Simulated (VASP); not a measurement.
Runs of VASP 6.6.1 on Ga2C. The structure is that of space group P6/mmm (No. 191), or close to it. The cells are those of the table. 

```csv
task,cell,k mesh,cutoff (eV),gap on the mesh (eV),pressure (GPa),relaxed volume (Å³/atom)
relaxation of cell and atoms,"relaxed from a = 4.330, b = 4.330, c = 2.843 Å, angles 90.0, 90.0, 120.0°, 3 atoms",12 × 12 × 16,600,none,0.0,15.06
single point,"a = 4.330, b = 4.330, c = 2.843 Å, angles 90.0, 90.0, 120.0°, 3 atoms",6 × 6 × 6,520,none,0.0,-
single point,"a = 3.499, b = 3.499, c = 3.778 Å, angles 90.0, 90.0, 120.0°, 3 atoms",6 × 6 × 6,520,none,47.1,-
relaxation of cell and atoms,"relaxed from a = 4.311, b = 4.311, c = 2.789 Å, angles 90.0, 90.0, 120.0°, 3 atoms",6 × 6 × 6,600,none,-0.2,(b)
relaxation of cell and atoms,"relaxed from a = 3.499, b = 3.499, c = 3.778 Å, angles 90.0, 90.0, 120.0°, 3 atoms",6 × 6 × 4,600,none,0.0,(a)
single point,"a = 4.397, b = 4.397, c = 2.694 Å, angles 90.0, 90.0, 120.0°, 3 atoms",12 × 12 × 16,520,none,0.1,-
single point,"a = 4.311, b = 4.311, c = 2.789 Å, angles 90.0, 90.0, 120.0°, 3 atoms",6 × 6 × 4,520,none,0.2,-
```

Alike in all rows: level PBE; potentials or basis VASP PAW PBE potentials, release 64 (Ga_d, C); no spin polarisation; smearing gaussian 0.1 eV.

Question: Estimate the missing entries.

Answer: (a) 14.93; (b) 15.41.

Caveats: some runs use coarse meshes.

A k mesh can miss the band edges, and the runs leave out spin-orbit coupling on Ga.

A gap of «none» marks levels without a gap at the run's occupations.
